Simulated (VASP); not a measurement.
Wanted: the native input for a VASP 6.6.1 run.

- Task: single point
- Functional: PBE
- Potentials or basis: VASP PAW PBE potentials, release 64 (Mg, Te)
- Cutoff: 520 eV
- k mesh: 3 × 3 × 3
- Occupations: gaussian, width 0.1 eV
- Spin: no spin polarisation
- Dipole correction: no
- Further INCAR settings: ALGO = Normal; EDIFF = 1e-07; NBANDS = 21

The structure of MgTe4 lies in POSCAR:

```
MgTe4
1.0
    3.2600366900      1.8821830600      5.0592275200
   -3.2600366900      1.8821830600      5.0592275200
    0.0000000000     -3.7643661200      5.0592275200
Mg Te
1 4
Direct
    0.5000000000      0.5000000000      0.5000000000
    0.5000000000      0.5000000000      0.0000000000
    0.0000000000      0.5000000000      0.5000000000
    0.5000000000      0.0000000000      0.5000000000
    0.0000000000      0.0000000000      0.0000000000
```

The cell was built from a structure type or drawn by symmetry, and may not be a known phase.

One way to write it, as run:

INCAR

```
SYSTEM = MgTe4
PREC = Accurate
ENCUT = 520
EDIFF = 1E-7
ISMEAR = 0
SIGMA = 0.1
LREAL = .FALSE.
LASPH = .TRUE.
NELM = 80
ALGO = Normal
ISIF = 2
LWAVE = .FALSE.
LCHARG = .FALSE.
GGA = PE
NBANDS = 21
```

KPOINTS

```
Automatic mesh
0
G
  3 3 3
  0 0 0
```

Potentials or basis: VASP PAW PBE potentials, release 64 (Mg, Te).

Launch:

```sh
$ cat potpaw_PBE.64/Mg/POTCAR potpaw_PBE.64/Te/POTCAR > POTCAR
$ mpirun -np 1 vasp_std > vasp.out
```

It gave:

```
Pressure               : -1.6 GPa
Band gap on the k mesh : zero (bands 13 and 14 overlap by 0.64 eV)
```

Caveat: the k points lie up to 0.40 Å⁻¹ apart, too coarse for converged energies and pressures of a metal; semilocal functionals underestimate gaps, so a narrow gap can read as zero; spin-orbit coupling is left out, which moves the levels of the heavy elements.

Wall time 79 s on 1 thread of Intel Xeon 8259CL (shared host), peak memory 0.31 GiB.
